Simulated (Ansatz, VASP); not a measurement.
# TiAl in VASP and in Ansatz

```
Ti Al
1.0
     2.80873    0.00000    0.00000
    -1.40437    2.43243    0.00000
     0.00000    0.00000    4.58259
Ti Al
1 1
Direct
  0.00000 0.00000 0.00000
  0.33333 0.66667 0.50000
```

Change from the starting cell: volume scaled by 0.94.

Alike in both runs: task single point; functional LDA; k mesh 11 × 11 × 6; occupations fermi-dirac, width 0.05 eV; no spin polarisation.

```csv
,VASP,Ansatz
version,VASP 6.6.1,Ansatz 0.2.0
potentials or method,"VASP PAW LDA potentials, release 64 (Ti_sv, Al), cutoff 520 eV","all-electron LAPW, scalar-relativistic"
```

```tsv
	VASP	Ansatz	Ansatz less VASP
gap on the k mesh at the Fermi level (eV)	none	none	-
pressure (GPa)	0.5	0.4	-0.12
```

LDA's correlation is that of Perdew and Zunger in VASP and of Perdew and Wang (1992) in Ansatz. A gap of «none» marks a metal or a gap that the smearing closes. Ansatz ran all-electron here, and VASP with PAW potentials.
